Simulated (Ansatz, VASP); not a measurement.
PbO: VASP beside Ansatz

Contents of INCAR:

```
SYSTEM = PbO
PREC = Accurate
ENCUT = 520
EDIFF = 1E-6
ISMEAR = -1
SIGMA = 0.05
LREAL = .False.
LASPH = .True.
NELM = 60
ALGO = Normal
ISIF = 2
LWAVE = .False.
LCHARG = .False.
GGA = PE
NBANDS = 17
```

Contents of KPOINTS:

```
Automatic mesh
0
Gamma
  12 12 12
  0 0 0
```

File POSCAR:

```
PbO
1.0
    0.0000000000      2.6057063822      2.6057063822
    2.6057063822      0.0000000000      2.6057063822
    2.6057063822      2.6057063822      0.0000000000
Pb O
1 1
Direct
    0.0000000000      0.0000000000      0.0000000000
    0.5000000000      0.5000000000      0.5000000000
```

Input for Ansatz:

```yaml
crystal:
  lattice:
    - [0.0, 2.6057063822, 2.6057063822]
    - [2.6057063822, 0.0, 2.6057063822]
    - [2.6057063822, 2.6057063822, 0.0]
  atoms:
    - { symbol: Pb, position: [0.0, 0.0, 0.0] }
    - { symbol: O, position: [0.5, 0.5, 0.5] }
kpoints:
  mp_grid: { grid: [12, 12, 12] }
scf:
  occupations: { method: fermi_dirac, width: 0.05 }
hamiltonian:
  xc: pbe
  pseudopotentials: { kind: all_electron, lapw: { basis_error: 0.00025 } }
output:
  forces: true
  stress: true
  eigenvalues: true
```

Change from the starting cell: volume scaled by 0.97.

Alike in both runs: task single point; functional PBE; k mesh 12 × 12 × 12; occupations fermi-dirac, width 0.05 eV; no spin polarisation.

|  | VASP | Ansatz |
| --- | --- | --- |
| version | VASP 6.6.1 | Ansatz 0.2.0 |
| potentials or method | VASP PAW PBE potentials, release 64 (Pb_d, O), cutoff 520 eV | all-electron LAPW, scalar-relativistic |

```tsv
	VASP	Ansatz	Ansatz less VASP
pressure (GPa)	2.7	2.8	+0.11
```

Ansatz ran all-electron here, and VASP with PAW potentials.

Spin-orbit coupling is off throughout.
